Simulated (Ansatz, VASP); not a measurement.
# Re in VASP and in Ansatz

```
CELL_PARAMETERS angstrom
-1.54788 1.54788 1.54788
1.54788 -1.54788 1.54788
1.54788 1.54788 -1.54788
ATOMIC_POSITIONS crystal
Re 0.00000 0.00000 0.00000
```

Alike in both runs: task single point; functional r2SCAN; k mesh 14 × 14 × 14; occupations fermi-dirac, width 0.1 eV; non-collinear spin, spin-orbit coupling.

|  | VASP | Ansatz |
| --- | --- | --- |
| version | VASP 6.6.1 | Ansatz 0.2.0 |
| potentials or method | VASP PAW PBE potentials, release 64 (Re), cutoff 660 eV | plane waves (500 eV) with PAW, fully relativistic with spin-orbit coupling |
| valence electrons in the cell | 7 | 15 |

|  | VASP | Ansatz | Ansatz less VASP |
| --- | --- | --- | --- |
| net moment per atom (μB) | 0.00 | 0.00 | 0.000 |

VASP's potentials were made for PBE, not for r2SCAN. VASP's potentials hold 7 valence electrons a cell and Ansatz's 15, so a difference there can come from the potentials and not from the codes.
